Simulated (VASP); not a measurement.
Wanted: the native input for a VASP 6.6.1 run.

| Quantity | Value |
| --- | --- |
| Task | single point |
| Functional | PBEsol |
| Potentials or basis | VASP PAW PBE potentials, release 64 (Zn, O) |
| Cutoff | 520 eV |
| k mesh | 9 × 9 × 5 |
| Occupations | fermi-dirac, width 0.05 eV |
| Spin | no spin polarisation |
| Dipole correction | no |
| Further INCAR settings | ALGO = Normal; EDIFF = 1e-06; NBANDS = 26 |

The structure of ZnO lies in POSCAR:

```
ZnO
1.0
    3.2299240000      0.0000000000      0.0000000000
   -1.6149620000      2.7971960000      0.0000000000
    0.0000000000      0.0000000000      5.2145190000
Zn O
2 2
Direct
    0.6666670000      0.3333330000      0.4985410000
    0.3333330000      0.6666670000      0.9985410000
    0.3333330000      0.6666670000      0.3774590000
    0.6666670000      0.3333330000      0.8774590000
```

The input as run:

INCAR

```
PREC = Accurate ; ENCUT = 520
EDIFF = 1E-6 ; ISMEAR = -1
SIGMA = 0.05 ; LREAL = False
LASPH = True ; NELM = 60
ALGO = Normal ; ISIF = 2
LWAVE = False ; LCHARG = False
GGA = PS ; NBANDS = 26
```

KPOINTS

```
regular mesh
0
Gamma
  9 9 5
```

Potentials or basis: VASP PAW PBE potentials, release 64 (Zn, O).

Run with:

```sh
$ cat potpaw_PBE.64/Zn/POTCAR potpaw_PBE.64/O/POTCAR > POTCAR
$ mpirun -np 1 vasp_std > vasp.out
```

Results of the run:

```json
{"Pressure": "0.8 GPa", "Band gap on the k mesh": "0.69 eV, direct"}
```

Caveat: the PAW data sets were made with another functional, which shifts forces and pressure a little.

It took 22 s on 1 thread of Intel Xeon 6975P-C (shared host), peak memory 0.18 GiB.
